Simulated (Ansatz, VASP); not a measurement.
## NaF: VASP beside Ansatz

The input INCAR:

```
SYSTEM = NaF
ALGO = Normal
EDIFF = 1E-6
ENCUT = 600
GGA = PE
GGA_COMPAT = .FALSE.
ISIF = 2
ISMEAR = 0
LASPH = .TRUE.
LCHARG = .TRUE.
LELF = .TRUE.
LREAL = .FALSE.
LVHAR = .TRUE.
LWAVE = .FALSE.
NBANDS = 14
NELM = 120
PREC = Accurate
SIGMA = 0.01
```

File KPOINTS:

```
k-points
0
G
  4 4 4
  0 0 0
```

File POSCAR:

```
NaF
1.0
    0.0000000000      2.2334563300      2.2334563300
    2.2334563300      0.0000000000      2.2334563300
    2.2334563300      2.2334563300      0.0000000000
Na F
1 1
Direct
    0.0000000000      0.0000000000      0.0000000000
    0.5000000000      0.5000000000      0.5000000000
```

Input for Ansatz:

```yaml
crystal:
  lattice:
    - [0.0, 2.23345633, 2.23345633]
    - [2.23345633, 0.0, 2.23345633]
    - [2.23345633, 2.23345633, 0.0]
  atoms:
    - { symbol: Na, position: [0.0, 0.0, 0.0] }
    - { symbol: F, position: [0.5, 0.5, 0.5] }
basis:
  precision: f64
  xc_grid: 2
  ecutwfc: 700
  ecutrho_ratio: 4
kpoints:
  mp_grid: { grid: [4, 4, 4], shift: [0, 0, 0] }
hamiltonian:
  xc: pbe
  dispersion: none
  pseudopotentials:
    kind: paw
    azcp:
      F: "pseudopotentials/F.paw.azcp"
      Na: "pseudopotentials/Na.paw.azcp"
magnetization:
  spin_polarized: false
scf:
  lower_state_search: "off"
  max_iter: 200
  occupations: { method: fixed }
  convergence: { dr2_threshold: "1e-10 eV" }
output:
  forces: true
  stress: true
  eigenvalues: true
```

Alike in both runs: task single point; functional PBE; k mesh 4 × 4 × 4; no spin polarisation.

|  | VASP | Ansatz |
| --- | --- | --- |
| version | VASP 6.6.1 | Ansatz 0.2.0-dev |
| potentials or method | VASP PAW PBE potentials, release 64 (Na_pv, F), cutoff 600 eV | hard PAW set made for 700 eV |
| occupations | gaussian, width 0.01 eV | fixed |

Ansatz gave:

| Property | Result |
| --- | --- |
| gap on the k mesh at the Fermi level (eV) | 6.95 |

Estimate VASP's values.

gap on the k mesh at the Fermi level (eV): 6.94.

The k mesh is coarse, so the values compare programs but aren't converged.
